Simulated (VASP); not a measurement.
Write the native input for VASP 6.6.1 that does the following.

- Task: single point
- Functional: LDA
- Potentials or basis: VASP PAW LDA potentials, release 64 (Al, Ru_pv)
- Cutoff: 500 eV
- k mesh: 10 × 10 × 10
- Occupations: fermi-dirac, width 0.0272 eV
- Spin: no spin polarisation
- Dipole correction: no
- Further INCAR settings: ALGO = Normal; EDIFF = 1e-06; NBANDS = 16

The structure of AlRu lies in POSCAR:

```
AlRu
1.0
    2.9916000000      0.0000000000      0.0000000000
    0.0000000000      2.9916000000      0.0000000000
    0.0000000000      0.0000000000      2.9916000000
Al Ru
1 1
Direct
    0.0000000000      0.0000000000      0.0000000000
    0.5000000000      0.5000000000      0.5000000000
```

These files were run (other wordings do the same):

INCAR

```
SYSTEM = AlRu
  ALGO = Normal
  EDIFF = 1E-6
  ENCUT = 500
  GGA_COMPAT = .False.
  ISIF = 2
  ISMEAR = -1
  LASPH = .True.
  LCHARG = .False.
  LREAL = .False.
  LWAVE = .False.
  NBANDS = 16
  NELM = 120
  PREC = Accurate
  SIGMA = 0.0272
```

KPOINTS

```
k-points
0
Gamma
  10 10 10
  0 0 0
```

Potentials or basis: VASP PAW LDA potentials, release 64 (Al, Ru_pv).

The run is started by

```sh
$ cat potpaw_LDA.64/Al/POTCAR potpaw_LDA.64/Ru_pv/POTCAR > POTCAR
$ mpirun -np 1 vasp_std > vasp.out
```

Results of the run:

```json
{"Pressure": "-7.6 GPa"}
```

Run time: 6.8 s on 1 thread of Intel(R) Xeon(R) Platinum 8559C (Emerald Rapids), with other jobs on the host, peak memory 0.14 GiB.
